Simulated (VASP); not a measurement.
Here is a VASP 6.6.1 calculation.

The input INCAR:

```
  ALGO = Normal
  EDIFF = 1E-6
  ENCUT = 520
  GGA = PE
  ISIF = 2
  ISMEAR = 0
  LASPH = T
  LCHARG = T
  LELF = T
  LREAL = F
  LVHAR = T
  LWAVE = F
  NBANDS = 34
  NELM = 60
  PREC = Accurate
  SIGMA = 0.1
```

KPOINTS

```
k-points
0
Gamma
  6 6 2
```

POSCAR

```
Ga2GeSe2
1.0
    4.1629865500      0.0000000000      0.0000000000
   -2.0814932800      3.6052521100      0.0000000000
    0.0000000000      0.0000000000      8.2525724100
Ga Ge Se
2 1 2
Direct
    0.3333333300      0.6666666700      0.5000000000
    0.6666666700      0.3333333300      0.5000000000
    0.0000000000      0.0000000000      0.5000000000
    0.0000000000      0.0000000000      0.2716630000
    0.0000000000      0.0000000000      0.7283370000
```

Potentials or basis: VASP PAW PBE potentials, release 64 (Ga_d, Ge_d, Se).

Launch:

```sh
$ cat potpaw_PBE.64/Ga_d/POTCAR potpaw_PBE.64/Ge_d/POTCAR potpaw_PBE.64/Se/POTCAR > POTCAR
$ mpirun -np 1 vasp_std > vasp.out
```

Task: What does it give for the largest force?

Result: 15.343 eV/Å.

Task: Predict the band gap on the k mesh.

Result: Zero (bands 26 and 27 overlap by 0.35 eV).

Task: Estimate the pressure.

Result: 45.0 GPa.

Forces in eV/Å, atoms in the order of the input:
```
Ga    0.000   0.000   0.000
Ga    0.000   0.000   0.000
Ge    0.000   0.000   0.000
Se    0.000   0.000 -15.343
Se    0.000   0.000  15.343
```

Caveat: the k points lie up to 0.38 Å⁻¹ apart; this functional lacks dispersion, which binds the layers, so the pressure and a relaxed spacing across them are unreliable; forces of over 1 eV/Å act on the atoms, so gaps and moduli don't describe the material at rest.
